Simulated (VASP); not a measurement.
# Pd (Pm-3m) in VASP: single point with LDA

Aim: the single point of Pd with LDA.

Everything below comes from runs of VASP 6.6.1. Logs are shortened: lines on timing, memory, paths and dates and some standing lists are left out, and cuts for length are marked.

### Step 1. The cell of the first run

Symmetry: Pm-3m, No. 221, cubic system. Conventional cell: a = 4.142 Å, b = 4.142 Å, c = 4.142 Å, α = 90.00°, β = 90.00°, γ = 90.00°. Within 5.4 Å of Pd (site symmetry m-3m) lie 6 Pd at 4.14 Å.

### Step 2. Single point, LDA

The input, INCAR:

```
ALGO = Normal
EDIFF = 1E-6
ENCUT = 520
GGA = CA
ISIF = 2
ISMEAR = -1
LASPH = T
LCHARG = T
LELF = T
LREAL = F
LVHAR = T
LWAVE = F
NBANDS = 11
NELM = 100
PREC = Accurate
SIGMA = 0.02
```

The input, KPOINTS:

```
k-points
0
Gamma
  6 6 6
```

The input, POSCAR:

```
Pd
1.0
    4.1420200000      0.0000000000      0.0000000000
    0.0000000000      4.1420200000      0.0000000000
    0.0000000000      0.0000000000      4.1420200000
Pd
1
Direct
    0.0000000000      0.0000000000      0.0000000000
```

Potentials or basis: VASP PAW LDA potentials, release 64 (Pd).

Started as:

```sh
$ cat potpaw_LDA.64/Pd/POTCAR > POTCAR
$ mpirun -np 1 vasp_std > vasp.out
```

OUTCAR:

```text
EDIFF = 1E-6
   ENCUT = 520
   GGA = CA
   ISIF = 2
   ISMEAR = -1
   LASPH = T
   LREAL = F
   NELM = 100
   PREC = Accurate

 ion  position               nearest neighbor table
   1  0.000  0.000  0.000-

  LATTYP: Found a simple cubic cell.
 ALAT       =     4.1420200000

  Lattice vectors:

 A1 = (   4.1420200000,   0.0000000000,   0.0000000000)
 A2 = (   0.0000000000,   4.1420200000,   0.0000000000)
 A3 = (   0.0000000000,   0.0000000000,   4.1420200000)

Analysis of symmetry for initial positions (statically):
=====================================================================
 Subroutine PRICEL returns:
 Original cell was already a primitive cell.

 Routine SETGRP: Setting up the symmetry group for a
 simple cubic supercell.

 Subroutine GETGRP returns: Found 48 space group operations
 (whereof 48 operations were pure point group operations)
 out of a pool of 48 trial point group operations.

The static configuration has the point symmetry O_h .

Analysis of symmetry for dynamics (positions and initial velocities):
=====================================================================
 Subroutine PRICEL returns:
 Original cell was already a primitive cell.

 Routine SETGRP: Setting up the symmetry group for a
 simple cubic supercell.

 Subroutine GETGRP returns: Found 48 space group operations
 (whereof 48 operations were pure point group operations)
 out of a pool of 48 trial point group operations.

The dynamic configuration has the point symmetry O_h .

 Subroutine INISYM returns: Found 48 space group operations
 (whereof 48 operations are pure point group operations),
 and found     1 'primitive' translations

----------------------------------------------------------------------------------------

                                     Primitive cell

  volume of cell :      71.0619

  direct lattice vectors                    reciprocal lattice vectors
     4.142020000  0.000000000  0.000000000     0.241428095  0.000000000  0.000000000
     0.000000000  4.142020000  0.000000000     0.000000000  0.241428095  0.000000000
     0.000000000  0.000000000  4.142020000     0.000000000  0.000000000  0.241428095

  length of vectors
     4.142020000  4.142020000  4.142020000     0.241428095  0.241428095  0.241428095

  position of ions in fractional coordinates (direct lattice)
     0.000000000  0.000000000  0.000000000

  ion indices of the primitive-cell ions
   primitive index   ion index
                 1           1

----------------------------------------------------------------------------------------

 KPOINTS: k-points

Automatic generation of k-mesh.
 Grid dimensions read from file:
 generate k-points for:    6    6    6

 Generating k-lattice:

  Cartesian coordinates                     Fractional coordinates (reciprocal lattice)
     0.040238016  0.000000000  0.000000000     0.166666667  0.000000000  0.000000000
     0.000000000  0.040238016  0.000000000     0.000000000  0.166666667  0.000000000
     0.000000000  0.000000000  0.040238016     0.000000000  0.000000000  0.166666667

  Length of vectors
     0.040238016  0.040238016  0.040238016

  Shift w.r.t. Gamma in fractional coordinates (k-lattice)
     0.000000000  0.000000000  0.000000000

 Subroutine IBZKPT returns following result:
 ===========================================

 Found     20 irreducible k-points:

 Following reciprocal coordinates:
            Coordinates               Weight
  0.000000  0.000000  0.000000      1.000000
  0.166667  0.000000  0.000000      6.000000
  0.333333  0.000000  0.000000      6.000000
  0.500000  0.000000  0.000000      3.000000
  0.166667  0.166667  0.000000     12.000000
  0.333333  0.166667  0.000000     24.000000
[... 12 lines left out ...]
  0.500000  0.500000  0.333333      6.000000
  0.500000  0.500000  0.500000      1.000000
   k-points           NKPTS =     20   k-points in BZ     NKDIM =     20   number of bands    NBANDS=     11
   number of dos      NEDOS =    301   number of ions     NIONS =      1
   total plane-waves  NPLWV =  32768
   dimension x,y,z NGX =    32 NGY =   32 NGZ =   32
   dimension x,y,z NGXF=    64 NGYF=   64 NGZF=   64
   ions per type =               1
   NGX,Y,Z   is equivalent  to a cutoff of  12.84, 12.84, 12.84 a.u.
   NGXF,Y,Z  is equivalent  to a cutoff of  25.69, 25.69, 25.69 a.u.
 SYSTEM =  unknown system
   PREC   = accura    normal or accurate (medium, high low for compatibility)
   ISTART =      0    job   : 0-new  1-cont  2-samecut
   ICHARG =      2    charge: 1-file 2-atom 10-const
   ISPIN  =      1    spin polarized calculation?
   LNONCOLLINEAR =      F non collinear calculations
   LSORBIT =      F    spin-orbit coupling
   LASPH  =      T    aspherical Exc in radial PAW
   ENCUT  =  520.0 eV  38.22 Ry    6.18 a.u.   7.70  7.70  7.70*2*pi/ulx,y,z
   NELM   =    100;   NELMIN=  2; NELMDL= -5     # of ELM steps
   EDIFF  = 0.1E-05   stopping-criterion for ELM
   LREAL  =      F    real-space projection
   EDIFFG = 0.1E-04   stopping-criterion for IOM
   NSW    =      0    number of steps for IOM
   IBRION =     -1    ionic relax: 0-MD 1-quasi-New 2-CG
   NFREE  =      0    steps in history (QN), initial steepest desc. (CG)
   ISIF   =      2    stress and relaxation
   ISYM   =      2    0-nonsym 1-usesym 2-fastsym
   POTIM  = 0.5000    time-step for ionic-motion
   TEBEG  =    0.0;   TEEND  =   0.0 temperature during run
   PSTRESS=    0.0 pullay stress
   NELECT =      10.0000    total number of electrons
   NUPDOWN=      -1.0000    fix difference up-down
   EMIN   =  10.00;   EMAX   =-10.00  energy-range for DOS
   EFERMI =   0.00;   METHOD = LEGACY
   ISMEAR =    -1;   SIGMA  =   0.02  broadening in eV -4-tet -1-fermi 0-gaus
   EFERMI_NEDOS =   21; number of points for ismear=-14 and -15
   IALGO  =     38    algorithm
   IMIX   =      4    mixing-type and parameters
     AMIX     =   0.40;   BMIX     =  1.00
     AMIX_MAG =   1.60;   BMIX_MAG =  1.00
  volume/ion in A,a.u.               =      71.06       479.55
  Fermi-wavevector in a.u.,A,eV,Ry     =   0.851522  1.609144  9.865449  0.725090
  Thomas-Fermi vector in A             =   1.967668
   LORBIT       =      0    0 simple, 1 ext, 2 COOP (PROOUT), +10 PAW based schemes
   GGA     = CA    functional components
   LHFCALC =     F    Hartree Fock is set to
   AEXX    =    0.0000 exact exchange contribution
   IVDW    =     0    specifies the selected vdW correction
   LEPSILON=     F    determine dielectric tensor
   LRPA    =     F    only Hartree local field effects (RPA)
 non-spin polarized calculation
  energy-cutoff  :      520.00
  volume of cell :       71.06
 maximum number of plane-waves:      1936
 NGX is ok and might be reduce to    32
   NGX = 15   NGY = 15   NGZ = 15

 number of electron      10.0000006 magnetization

 Free energy of the ion-electron system (eV)
  ---------------------------------------------------
  ext. energy  EPLUGINS =         0.00000000
  ---------------------------------------------------
  free energy    TOTEN  =        -2.06801384 eV

  energy without entropy =       -2.05950296  energy(sigma->0) =       -2.06375840

 E-fermi :  -2.3148     XC(G=0):  -5.9461

 val. band max:       -2.3328347706   @ k =   0.1667   0.1667   0.1667
 cond. band min:      -2.2782437379   @ k =   0.5000   0.5000   0.0000
 fundamental gap:      0.0545910327
 Fermi energy:        -2.3148232534

 k-point     1 :       0.0000    0.0000    0.0000
  band No.  band energies     occupation
      1      -3.1789      2.00000
      2      -2.8394      2.00000
      3      -2.8394      2.00000
      4      -2.3564      1.77735
      5      -2.3564      1.77735
      6      -2.3564      1.77735
      7       5.7008      0.00000
      8       5.7008      0.00000
      9       5.7008      0.00000
     10       7.2776      0.00000
     11       8.2005      0.00000

 k-point     2 :       0.1667    0.0000    0.0000
  band No.  band energies     occupation
      1      -2.9814      2.00000
      2      -2.8296      2.00000
      3      -2.7317      2.00000
      4      -2.3901      1.95456
      5      -2.3901      1.95456
      6      -2.3535      1.74721
      7       3.7738      0.00000
      8       5.9638      0.00000
      9       5.9638      0.00000
     10       7.7312      0.00000
     11       8.3663      0.00000

 k-point     3 :       0.3333    0.0000    0.0000
  band No.  band energies     occupation
      1      -2.8268      2.00000
      2      -2.8098      2.00000
      3      -2.4555      1.99824
      4      -2.4555      1.99824
      5      -2.3477      1.67676
      6      -2.0363      0.00000
      7       1.5437      0.00000
      8       6.6263      0.00000
      9       6.6263      0.00000
     10       8.3043      0.00000
     11       8.8736      0.00000

 k-point     4 :       0.5000    0.0000    0.0000
  band No.  band energies     occupation
      1      -2.7999      2.00000
      2      -2.7880      2.00000
      3      -2.4873      1.99964
      4      -2.4873      1.99964
      5      -2.3449      1.63590
      6      -1.2171      0.00000
      7       0.2232      0.00000
      8       7.1010      0.00000
      9       7.1010      0.00000
     10       9.0289      0.00000
     11       9.5408      0.00000
[... 183 lines left out ...]
 k-point    18 :       0.5000    0.3333    0.3333
  band No.  band energies     occupation
      1      -2.6567      2.00000
      2      -2.6319      2.00000
      3      -2.5880      2.00000
      4      -2.4314      1.99413
      5      -2.3417      1.58593
      6       0.2902      0.00000
      7       2.1021      0.00000
      8       3.7420      0.00000
      9       4.1078      0.00000
     10       5.8039      0.00000
     11       6.6716      0.00000

 k-point    19 :       0.5000    0.5000    0.3333
  band No.  band energies     occupation
      1      -2.6955      2.00000
      2      -2.6311      2.00000
      3      -2.6311      2.00000
      4      -2.3876      1.94876
      5      -2.2725      0.21539
      6       0.9901      0.00000
      7       2.5924      0.00000
      8       2.5924      0.00000
      9       4.4517      0.00000
     10       5.2218      0.00000
     11       7.1516      0.00000

 k-point    20 :       0.5000    0.5000    0.5000
  band No.  band energies     occupation
      1      -2.6806      2.00000
      2      -2.6806      2.00000
      3      -2.6806      2.00000
      4      -2.2706      0.19761
      5      -2.2706      0.19761
      6       1.7485      0.00000
      7       3.0474      0.00000
      8       3.0474      0.00000
      9       3.0474      0.00000
     10       6.2454      0.00000
     11       6.2952      0.00000

------------------------ aborting loop because EDIFF is reached ----------------------------------------

  FORCE on cell =-STRESS in cart. coord.  units (eV):
  Direction    XX          YY          ZZ          XY          YZ          ZX
  --------------------------------------------------------------------------------------
  -------------------------------------------------------------------------------------
  Total       -1.4623890     -1.4623890     -1.4623890     -0.0000000      0.0000000     -0.0000000
  in kB      -32.9713642    -32.9713642    -32.9713642     -0.0000000      0.0000000     -0.0000000
  external PRESSURE =     -32.9713642 kB  Pullay stress =       0.0000000 kB

 VOLUME and BASIS-vectors are now :
 -----------------------------------------------------------------------------
  energy-cutoff  :      520.00
  volume of cell :       71.06
      direct lattice vectors                 reciprocal lattice vectors
     4.142020000  0.000000000  0.000000000     0.241428095  0.000000000  0.000000000
     0.000000000  4.142020000  0.000000000     0.000000000  0.241428095  0.000000000
     0.000000000  0.000000000  4.142020000     0.000000000  0.000000000  0.241428095

 POSITION                                       TOTAL-FORCE (eV/Angst)
 -----------------------------------------------------------------------------------
      0.00000      0.00000      0.00000         0.000000      0.000000      0.000000
 -----------------------------------------------------------------------------------
    total drift:                                0.000000      0.000000      0.000000

  FREE ENERGIE OF THE ION-ELECTRON SYSTEM (eV)
  ---------------------------------------------------
  free  energy   TOTEN  =        -2.0680138437 eV

  energy  without entropy=       -2.0595029613  energy(sigma->0) =       -2.06375840
```

It took 7.3 s on 1 thread of Intel Xeon 6975P-C, shared host; peak memory 0.15 GiB.

What came out:

```yaml
Free_energy: -2.0680 eV
Pressure: -3.3 GPa
Band_gap_on_the_k_mesh: zero (band 5 reaches -2.27 eV, above the bottom of band 6 at -2.38 eV)
```

Levels at points of the mesh, in eV from the Fermi level:
| k point | band 3 | band 4 | band 5 | band 6 | band 7 | band 8 |
| --- | --- | --- | --- | --- | --- | --- |
| (0.00, 0.00, 0.00) | -0.52 | -0.04 | -0.04 | -0.04 | 8.02 | 8.02 |
| (0.50, 0.00, 0.00) | -0.17 | -0.17 | -0.03 | 1.10 | 2.54 | 9.42 |
| (0.50, 0.50, 0.00) | -0.15 | -0.15 | 0.04 | 2.53 | 3.99 | 3.99 |
| (0.50, 0.50, 0.50) | -0.37 | 0.04 | 0.04 | 4.06 | 5.36 | 5.36 |
